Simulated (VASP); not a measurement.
# VH2 (Fm-3m) in VASP: notebook

Runs on VH2. Level: LDA. Tasks: single point, relaxation of volume and atoms at fixed shape.

Everything below comes from runs of VASP 6.6.1. Logs are shortened: lines on timing, memory, paths and dates and some standing lists are left out, and cuts for length are marked.

## Step 1: The cell of the first run

Symmetry: Fm-3m, No. 225, cubic system. Conventional cell: a = 4.134 Å, b = 4.134 Å, c = 4.134 Å, α = 90.00°, β = 90.00°, γ = 90.00°. V (site symmetry m-3m) has 8 H at 1.79 Å within 2.4 Å. Within 2.4 Å of H (site symmetry -43m) lie 4 V at 1.79 Å and 6 H at 2.07 Å.

## Step 2: Single point, LDA, collinear spin, ferromagnetic start

File INCAR:

```
ALGO = Normal
EDIFF = 1E-6
ENCUT = 520
GGA = CA
ISIF = 2
ISMEAR = 0
ISPIN = 2
LASPH = True
LCHARG = False
LMAXMIX = 4
LORBIT = 11
LREAL = False
LWAVE = False
MAGMOM = 1.5 0 0
NBANDS = 18
NELM = 150
PREC = Accurate
SIGMA = 0.02
```

File KPOINTS:

```
k-points
0
Gamma
  8 8 8
```

File POSCAR:

```
VH2
1.0
    0.0000000000      2.0672201305      2.0672201305
    2.0672201305      0.0000000000      2.0672201305
    2.0672201305      2.0672201305      0.0000000000
V H
1 2
Direct
    0.0000000000      0.0000000000      0.0000000000
    0.2500000000      0.2500000000      0.2500000000
    0.7500000000      0.7500000000      0.7500000000
```

Potentials or basis: VASP PAW LDA potentials, release 64 (V_sv, H).

Command:

```console
cat potpaw_LDA.64/V_sv/POTCAR potpaw_LDA.64/H/POTCAR > POTCAR
mpirun -np 1 vasp_std > vasp.out
```

OUTCAR:

```text
EDIFF = 1E-6
   ENCUT = 520
   GGA = CA
   ISIF = 2
   ISMEAR = 0
   ISPIN = 2
   LASPH = True
   LORBIT = 11
   LREAL = False
   NELM = 150
   PREC = Accurate

 ion  position               nearest neighbor table
   1  0.000  0.000  0.000-   3 1.79   3 1.79   3 1.79   2 1.79   3 1.79   2 1.79   2 1.79   2 1.79

   2  0.250  0.250  0.250-   1 1.79   1 1.79   1 1.79   1 1.79
   3  0.750  0.750  0.750-   1 1.79   1 1.79   1 1.79   1 1.79

  LATTYP: Found a face centered cubic cell.
 ALAT       =     4.1344402610

  Lattice vectors:

 A1 = (   0.0000000000,   2.0672201305,   2.0672201305)
 A2 = (   2.0672201305,   0.0000000000,   2.0672201305)
 A3 = (   2.0672201305,   2.0672201305,   0.0000000000)

Analysis of symmetry for initial positions (statically):
=====================================================================
 Subroutine PRICEL returns:
 Original cell was already a primitive cell.

 Routine SETGRP: Setting up the symmetry group for a
 face centered cubic supercell.

 Subroutine GETGRP returns: Found 48 space group operations
 (whereof 48 operations were pure point group operations)
 out of a pool of 48 trial point group operations.

The static configuration has the point symmetry O_h .

Analysis of symmetry for dynamics (positions and initial velocities):
=====================================================================
 Subroutine PRICEL returns:
 Original cell was already a primitive cell.

 Routine SETGRP: Setting up the symmetry group for a
 face centered cubic supercell.

 Subroutine GETGRP returns: Found 48 space group operations
 (whereof 48 operations were pure point group operations)
 out of a pool of 48 trial point group operations.

The dynamic configuration has the point symmetry O_h .

Analysis of structural, dynamic, and magnetic symmetry:
=====================================================================
 Subroutine PRICEL returns:
 Original cell was already a primitive cell.

 Routine SETGRP: Setting up the symmetry group for a
 face centered cubic supercell.

 Subroutine GETGRP returns: Found 48 space group operations
 (whereof 48 operations were pure point group operations)
 out of a pool of 48 trial point group operations.

The overall configuration has the point symmetry O_h .

 Subroutine INISYM returns: Found 48 space group operations
 (whereof 48 operations are pure point group operations),
 and found     1 'primitive' translations

----------------------------------------------------------------------------------------

                                     Primitive cell

  volume of cell :      17.6681

  direct lattice vectors                    reciprocal lattice vectors
     0.000000000  2.067220130  2.067220130    -0.241870710  0.241870710  0.241870710
     2.067220130  0.000000000  2.067220130     0.241870710 -0.241870710  0.241870710
     2.067220130  2.067220130  0.000000000     0.241870710  0.241870710 -0.241870710

  length of vectors
     2.923490745  2.923490745  2.923490745     0.418932358  0.418932358  0.418932358

  position of ions in fractional coordinates (direct lattice)
     0.000000000  0.000000000  0.000000000
     0.250000000  0.250000000  0.250000000
     0.750000000  0.750000000  0.750000000

  ion indices of the primitive-cell ions
   primitive index   ion index
                 1           1
                 2           2
                 3           3

----------------------------------------------------------------------------------------

 KPOINTS: k-points

Automatic generation of k-mesh.
 Grid dimensions read from file:
 generate k-points for:    8    8    8

 Generating k-lattice:

  Cartesian coordinates                     Fractional coordinates (reciprocal lattice)
    -0.030233839  0.030233839  0.030233839     0.125000000  0.000000000  0.000000000
     0.030233839 -0.030233839  0.030233839     0.000000000  0.125000000  0.000000000
     0.030233839  0.030233839 -0.030233839     0.000000000  0.000000000  0.125000000

  Length of vectors
     0.052366545  0.052366545  0.052366545

  Shift w.r.t. Gamma in fractional coordinates (k-lattice)
     0.000000000  0.000000000  0.000000000

 Subroutine IBZKPT returns following result:
 ===========================================

 Found     29 irreducible k-points:

 Following reciprocal coordinates:
            Coordinates               Weight
  0.000000  0.000000  0.000000      1.000000
  0.125000  0.000000  0.000000      8.000000
  0.250000  0.000000  0.000000      8.000000
  0.375000  0.000000  0.000000      8.000000
  0.500000  0.000000  0.000000      4.000000
  0.125000  0.125000  0.000000      6.000000
[... 16 lines left out ...]
  0.500000  0.250000  0.125000     48.000000
 -0.375000  0.250000  0.125000     24.000000
 [... further k-points ...]
   k-points           NKPTS =     29   k-points in BZ     NKDIM =     29   number of bands    NBANDS=     18
   number of dos      NEDOS =    301   number of ions     NIONS =      3
   total plane-waves  NPLWV =  13824
   dimension x,y,z NGX =    24 NGY =   24 NGZ =   24
   dimension x,y,z NGXF=    48 NGYF=   48 NGZF=   48
   ions per type =               1   2
   NGX,Y,Z   is equivalent  to a cutoff of  13.65, 13.65, 13.65 a.u.
   NGXF,Y,Z  is equivalent  to a cutoff of  27.30, 27.30, 27.30 a.u.
 SYSTEM =  unknown system
   PREC   = accura    normal or accurate (medium, high low for compatibility)
   ISTART =      0    job   : 0-new  1-cont  2-samecut
   ICHARG =      2    charge: 1-file 2-atom 10-const
   ISPIN  =      2    spin polarized calculation?
   LNONCOLLINEAR =      F non collinear calculations
   LSORBIT =      F    spin-orbit coupling
   LASPH  =      T    aspherical Exc in radial PAW
   ENCUT  =  520.0 eV  38.22 Ry    6.18 a.u.   5.44  5.44  5.44*2*pi/ulx,y,z
   NELM   =    150;   NELMIN=  2; NELMDL= -5     # of ELM steps
   EDIFF  = 0.1E-05   stopping-criterion for ELM
   LREAL  =      F    real-space projection
   EDIFFG = 0.1E-04   stopping-criterion for IOM
   NSW    =      0    number of steps for IOM
   IBRION =     -1    ionic relax: 0-MD 1-quasi-New 2-CG
   NFREE  =      0    steps in history (QN), initial steepest desc. (CG)
   ISIF   =      2    stress and relaxation
   ISYM   =      2    0-nonsym 1-usesym 2-fastsym
   POTIM  = 0.5000    time-step for ionic-motion
   TEBEG  =    0.0;   TEEND  =   0.0 temperature during run
   PSTRESS=    0.0 pullay stress
   NELECT =      15.0000    total number of electrons
   NUPDOWN=      -1.0000    fix difference up-down
   EMIN   =  10.00;   EMAX   =-10.00  energy-range for DOS
   EFERMI =   0.00;   METHOD = LEGACY
   ISMEAR =     0;   SIGMA  =   0.02  broadening in eV -4-tet -1-fermi 0-gaus
   EFERMI_NEDOS =   21; number of points for ismear=-14 and -15
   IALGO  =     38    algorithm
   IMIX   =      4    mixing-type and parameters
     AMIX     =   0.40;   BMIX     =  1.00
     AMIX_MAG =   1.60;   BMIX_MAG =  1.00
  volume/ion in A,a.u.               =       5.89        39.74
  Fermi-wavevector in a.u.,A,eV,Ry     =   1.550155  2.929369 32.694545  2.402981
  Thomas-Fermi vector in A             =   2.654859
   LORBIT       =     11    0 simple, 1 ext, 2 COOP (PROOUT), +10 PAW based schemes
   GGA     = CA    functional components
   LHFCALC =     F    Hartree Fock is set to
   AEXX    =    0.0000 exact exchange contribution
   IVDW    =     0    specifies the selected vdW correction
   LEPSILON=     F    determine dielectric tensor
   LRPA    =     F    only Hartree local field effects (RPA)
 spin polarized calculation
 Gauss-broadening in eV      SIGMA  =   0.02
  energy-cutoff  :      520.00
  volume of cell :       17.67
 maximum number of plane-waves:       531
 NGX is ok and might be reduce to    24
   NGX = 11   NGY = 11   NGZ = 11

 number of electron      15.0000003 magnetization       0.0014313

 Free energy of the ion-electron system (eV)
  ---------------------------------------------------
  ext. energy  EPLUGINS =         0.00000000
  ---------------------------------------------------
  free energy    TOTEN  =       -17.87036185 eV

  energy without entropy =      -17.86994619  energy(sigma->0) =      -17.87015402

 E-fermi :   8.9687     XC(G=0): -12.9171

 val. band max:        8.9243627516   @ k =   0.2500   0.2500   0.0000
 cond. band min:       8.9802963232   @ k =   0.3750   0.2500   0.1250
 fundamental gap:      0.0559335716
 Fermi energy:         8.9686688612

 spin component 1

 k-point     1 :       0.0000    0.0000    0.0000
  band No.  band energies     occupation
      1     -54.7928      1.00000
      2     -28.8569      1.00000
      3     -28.8569      1.00000
      4     -28.8569      1.00000
      5      -2.8599      1.00000
      6       7.8547      1.00000
[... 10 lines left out ...]
     17      29.6619      0.00000
     18      29.6619      0.00000
[... 463 lines left out ...]
 k-point    24 :      -0.3750    0.2500    0.1250
  band No.  band energies     occupation
      1     -54.7030      1.00000
      2     -29.2700      1.00000
      3     -29.0457      1.00000
      4     -28.9543      1.00000
      5       1.6330      1.00000
      6       3.0142      1.00000
[... 10 lines left out ...]
     17      33.3423      0.00000
     18      35.0036      0.00000

 [... further k-points ...]

 spin component 2

 k-point     1 :       0.0000    0.0000    0.0000
  band No.  band energies     occupation
      1     -54.7915      1.00000
      2     -28.8557      1.00000
      3     -28.8557      1.00000
      4     -28.8557      1.00000
      5      -2.8596      1.00000
      6       7.8559      1.00000
[... 10 lines left out ...]
     17      29.6626      0.00000
     18      29.6626      0.00000
[... 463 lines left out ...]
 k-point    24 :      -0.3750    0.2500    0.1250
  band No.  band energies     occupation
      1     -54.7017      1.00000
      2     -29.2688      1.00000
      3     -29.0445      1.00000
      4     -28.9531      1.00000
      5       1.6334      1.00000
      6       3.0146      1.00000
[... 10 lines left out ...]
     17      33.3427      0.00000
     18      35.0040      0.00000

 [... further k-points ...]

------------------------ aborting loop because EDIFF is reached ----------------------------------------

  FORCE on cell =-STRESS in cart. coord.  units (eV):
  Direction    XX          YY          ZZ          XY          YZ          ZX
  --------------------------------------------------------------------------------------
  -------------------------------------------------------------------------------------
  Total        0.0407048      0.0407048      0.0407048      0.0000000      0.0000000     -0.0000000
  in kB        3.6911911      3.6911911      3.6911911      0.0000000      0.0000000     -0.0000000
  external PRESSURE =       3.6911911 kB  Pullay stress =       0.0000000 kB

 VOLUME and BASIS-vectors are now :
 -----------------------------------------------------------------------------
  energy-cutoff  :      520.00
  volume of cell :       17.67
      direct lattice vectors                 reciprocal lattice vectors
     0.000000000  2.067220130  2.067220130    -0.241870710  0.241870710  0.241870710
     2.067220130  0.000000000  2.067220130     0.241870710 -0.241870710  0.241870710
     2.067220130  2.067220130  0.000000000     0.241870710  0.241870710 -0.241870710

 POSITION                                       TOTAL-FORCE (eV/Angst)
 -----------------------------------------------------------------------------------
      0.00000      0.00000      0.00000        -0.000000     -0.000000      0.000000
      1.03361      1.03361      1.03361        -0.000000     -0.000000     -0.000000
      3.10083      3.10083      3.10083         0.000000      0.000000      0.000000
 -----------------------------------------------------------------------------------
    total drift:                               -0.000000      0.000000      0.000000

  FREE ENERGIE OF THE ION-ELECTRON SYSTEM (eV)
  ---------------------------------------------------
  free  energy   TOTEN  =       -17.8703618479 eV

  energy  without entropy=      -17.8699461892  energy(sigma->0) =      -17.87015402

 total charge

# of ion       s       p       d       tot
------------------------------------------
    1        2.235   6.257   3.279  11.771
    2        0.581   0.032   0.000   0.614
    3        0.581   0.032   0.000   0.614
--------------------------------------------------
tot          3.398   6.321   3.279  12.998

 magnetization (x)

# of ion       s       p       d       tot
------------------------------------------
    1        0.000   0.000   0.001   0.001
    2       -0.000   0.000   0.000  -0.000
    3       -0.000   0.000   0.000  -0.000
--------------------------------------------------
tot         -0.000   0.000   0.001   0.001
```

Run time: 6.3 s. Hardware: 1 thread of Intel Xeon 6975P-C (Granite Rapids), shared host; peak memory 0.14 GiB.

What came out:

```
Free energy                                           : -17.8704 eV
Pressure                                              : 0.4 GPa
Net moment                                            : 0.00 μB per cell
Valence electrons inside the program's atomic spheres : V 11.77; H 0.61
```

## Step 3: Relaxation of volume and atoms at fixed shape, LDA, collinear spin, ferromagnetic start

This run uses another cell than the first one, of 6.49 Å³/atom.

File INCAR:

```
SYSTEM = VH2
PREC     = Accurate       ! precision mode
ENCUT    = 600            ! plane-wave cutoff, eV
EDIFF    = 1E-6           ! SCF threshold, eV
ISMEAR   = 0              ! smearing method
SIGMA    = 0.02           ! smearing width, eV
LREAL    = .False.        ! projectors in reciprocal space
LASPH    = .True.         ! aspherical terms in the spheres
NELM     = 150            ! most SCF steps
ALGO     = Normal         ! electronic algorithm
ISIF     = 8              ! what is computed and relaxed
LWAVE    = .False.        ! write WAVECAR
LCHARG   = .False.        ! write CHGCAR
ISPIN    = 2              ! spin polarisation
MAGMOM   = 1.5 0 0        ! initial moments
LORBIT   = 11             ! projections on sites
LMAXMIX  = 4              ! l up to which the mixer works
GGA      = CA             ! functional
IBRION   = 2              ! ionic algorithm
NSW      = 80             ! ionic steps
EDIFFG   = -0.03          ! ionic threshold
```

File KPOINTS:

```
Automatic mesh
0
Gamma
  8 8 8
  0 0 0
```

File POSCAR:

```
VH2
1.0
    0.0000000000      2.1355000000      2.1355000000
    2.1355000000      0.0000000000      2.1355000000
    2.1355000000      2.1355000000      0.0000000000
V H
1 2
Direct
    0.0000000000      0.0000000000      0.0000000000
    0.2500000000      0.2500000000      0.2500000000
    0.7500000000      0.7500000000      0.7500000000
```

Potentials or basis: VASP PAW LDA potentials, release 64 (V_sv, H).

Command:

```console
cat potpaw_LDA.64/V_sv/POTCAR potpaw_LDA.64/H/POTCAR > POTCAR
mpirun -np 1 vasp_std > vasp.out
```

It took 7.7 s on 1 thread of Intel Xeon 6975P-C (Granite Rapids), shared host; peak memory 0.14 GiB.

It converged, with:

| Item | Value |
| --- | --- |
| Free energy | -17.8730 eV |
| Relaxed volume | 5.91 Å³/atom |
| Relaxed cell | a = 2.927 Å, b = 2.927 Å, c = 2.927 Å, α = 60.00°, β = 60.00°, γ = 60.00° |
| Space group after relaxing (to 0.1 Å) | Fm-3m (No. 225) |
| Energy gained by relaxing | 31.3 meV/atom |
| Ionic steps | 2 |
| Pressure after relaxing | -0.3 GPa |
| Net moment | 0.00 μB per cell |
| Valence electrons inside the program's atomic spheres | V 11.77; H 0.61 |

The path:
```
step  energy change (eV)  largest force (eV/Å)  pressure (GPa)  volume (Å³)
   1              0.0000                0.0000          -15.71        19.48
   2             -0.0939                0.0000           -0.31        17.74
```

Final structure:
```yaml
crystal:
  lattice:
    - [0.00000, 2.06992, 2.06992]
    - [2.06992, 0.00000, 2.06992]
    - [2.06992, 2.06992, 0.00000]
  atoms:
    - { symbol: V, position: [0.00000, 0.00000, 0.00000] }
    - { symbol: H, position: [0.25000, 0.25000, 0.25000] }
    - { symbol: H, position: [0.75000, 0.75000, 0.75000] }
```

Levels at points of the mesh, in eV from the Fermi level:
Spin up:
```tsv
k point	band 4	band 5	band 6	band 7	band 8	band 9	band 10	band 11	band 12
(0.00, 0.00, 0.00)	-37.83	-11.80	-1.11	-1.11	-1.11	0.80	0.80	1.44	16.77
(0.50, 0.00, 0.00)	-37.89	-8.20	-5.59	-0.97	-0.97	1.64	1.64	4.67	8.04
(0.50, 0.50, 0.00)	-37.99	-6.77	-5.56	-3.94	1.75	1.76	1.76	7.52	8.63
```
Spin down:
| k point | band 4 | band 5 | band 6 | band 7 | band 8 | band 9 | band 10 | band 11 | band 12 |
| --- | --- | --- | --- | --- | --- | --- | --- | --- | --- |
| (0.00, 0.00, 0.00) | -37.83 | -11.80 | -1.11 | -1.11 | -1.11 | 0.80 | 0.80 | 1.44 | 16.77 |
| (0.50, 0.00, 0.00) | -37.89 | -8.20 | -5.59 | -0.97 | -0.97 | 1.64 | 1.64 | 4.67 | 8.04 |
| (0.50, 0.50, 0.00) | -37.99 | -6.77 | -5.56 | -3.94 | 1.75 | 1.76 | 1.76 | 7.52 | 8.44 |

LDA usually gives volumes a few per cent too small. Zero-point motion and thermal expansion aren't in these numbers.
